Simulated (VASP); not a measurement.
Input of a VASP 6.6.1 run:

Contents of INCAR:

```
SYSTEM = Be
PREC = Accurate
ENCUT = 520
EDIFF = 1E-7
ISMEAR = -1
SIGMA = 0.1
LREAL = .False.
LASPH = .True.
NELM = 60
ALGO = Normal
ISIF = 2
LWAVE = .False.
LCHARG = .False.
GGA = PE
NBANDS = 7
```

The input KPOINTS:

```
Automatic mesh
0
Gamma
  29 29 29
  0 0 0
```

Contents of POSCAR:

```
Be
1.0
   -1.2507363485      1.2507363485      1.2507363485
    1.2507363485     -1.2507363485      1.2507363485
    1.2507363485      1.2507363485     -1.2507363485
Be
1
Direct
    0.0000000000      0.0000000000      0.0000000000
```

Potentials or basis: VASP PAW PBE potentials, release 64 (Be).

Launch:

```bash
$ cat potpaw_PBE.64/Be/POTCAR > POTCAR
$ mpirun -np 1 vasp_std > vasp.out
```

Question: Predict the band gap on the k mesh.

Answer: Zero (band 1 reaches 11.68 eV, above the bottom of band 2 at 6.64 eV).

Question: What does it give for the pressure?

Answer: 0.1 GPa.
